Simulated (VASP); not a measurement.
A run of VASP 6.6.1:

Contents of INCAR:

```
SYSTEM = Ga
  PREC = Accurate
  ENCUT = 520
  EDIFF = 1E-6
  ISMEAR = -1
  SIGMA = 0.1
  LREAL = .FALSE.
  LASPH = .TRUE.
  NELM = 150
  ALGO = Normal
  ISIF = 2
  LWAVE = .FALSE.
  LCHARG = .FALSE.
  LNONCOLLINEAR = .TRUE.
  MAGMOM = 0 0 0
  LORBIT = 11
  LSORBIT = .TRUE.
  GGA_COMPAT = .FALSE.
  LORBMOM = .TRUE.
  NBANDS = 24
```

Contents of KPOINTS:

```
regular mesh
0
G
  13 13 13
  0 0 0
```

File POSCAR:

```
Ga
1.0
   -1.6318100944      1.6318100944      1.6318100944
    1.6318100944     -1.6318100944      1.6318100944
    1.6318100944      1.6318100944     -1.6318100944
Ga
1
Direct
    0.0000000000      0.0000000000      0.0000000000
```

Potentials or basis: VASP PAW LDA potentials, release 64 (Ga_d).

The run is started by

```sh
$ cat potpaw_LDA.64/Ga_d/POTCAR > POTCAR
$ mpirun -np 1 vasp_ncl > vasp.out
```

Hardware: 1 thread of Intel Xeon 8259CL, on a shared host.

Question: How long does it take, and how much memory?

Answer: Wall time 84 s on 1 thread of Intel Xeon 8259CL (shared host), peak memory 0.2 GiB. Counts: scf iterations 10, k points 84.
